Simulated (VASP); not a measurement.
PbSe:

```
Pb Se
1.0
     0.00000    3.42320    3.42320
     3.42320    0.00000    3.42320
     3.42320    3.42320    0.00000
Pb Se
1 1
Cartesian
  0.0000 0.0000 0.0000
  1.7116 1.7116 1.7116
```

Program: VASP 6.6.1. Alike in all runs: task single point; potentials or basis VASP PAW PBE potentials, release 64 (Pb_d, Se); no spin polarisation; cell as given; k mesh 4 × 4 × 4; cutoff (eV) 520; smearing gaussian 0.01 eV.

Task: Order these runs on this cell by their band gap on the k mesh, lowest first.
A. level r2SCAN
B. level HSE06; grid for exact exchange (PRECFOCK) Normal; screening parameter 0.2079 1/Å
C. level PBE

Result: C (0.62 eV), A (0.80 eV), B (1.07 eV).

Caveats: spin-orbit coupling is left out, which moves the levels of the heavy elements.

A k mesh can miss the band edges.
